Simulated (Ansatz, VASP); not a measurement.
**Ta: VASP beside Ansatz**

```
Ta
1.0
     2.82087    0.00000    0.00000
    -1.41043    2.44294    0.00000
     0.00000    0.00000    5.02466
Ta
2
Cartesian
  1.4104 0.8143 3.7685
  0.0000 1.6286 1.2562
```

Alike in both runs: task single point; functional LDA; k mesh 11 × 11 × 6; no spin polarisation.

|  | VASP | Ansatz |
| --- | --- | --- |
| version | VASP 6.6.1 | Ansatz 0.2.0 |
| potentials or method | VASP PAW LDA potentials, release 64 (Ta_pv), cutoff 520 eV | plane waves, PAW |
| occupations | methfessel-paxton of order 1, width 0.1 eV | cold, width 0.1 eV |
| valence electrons in the cell | 22 | 26 |

```csv
,VASP,Ansatz,Ansatz less VASP
pressure (GPa),5.6,4.8,-0.86
"traceless stress, the component that is largest in VASP (GPa)",0.39,0.24,-0.147
```

LDA's correlation is that of Perdew and Zunger in VASP and of Perdew and Wang (1992) in Ansatz. VASP's potentials hold 22 valence electrons a cell and Ansatz's 26, so a difference there can come from the potentials and not from the codes.

Spin-orbit coupling is off throughout.
